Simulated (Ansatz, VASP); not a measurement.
**P in VASP and in Ansatz**

```
CELL_PARAMETERS angstrom
0.00000 2.65665 2.65665
2.65665 0.00000 2.65665
2.65665 2.65665 0.00000
ATOMIC_POSITIONS crystal
P 0.87500 0.87500 0.87500
P 0.12500 0.12500 0.12500
```

Alike in both runs: task single point; functional PBE; k mesh 10 × 10 × 10; occupations fermi-dirac, width 0.05 eV; no spin polarisation.

```csv
,VASP,Ansatz
version,VASP 6.6.1,Ansatz 0.2.0
potentials or method,"VASP PAW PBE potentials, release 64 (P), cutoff 520 eV","all-electron LAPW, scalar-relativistic"
```

Ansatz gave:

* pressure (GPa): 4.6

Q: What did VASP give for the same quantities?

A: Pressure (GPa): 4.4.

Ansatz ran all-electron here, and VASP with PAW potentials.
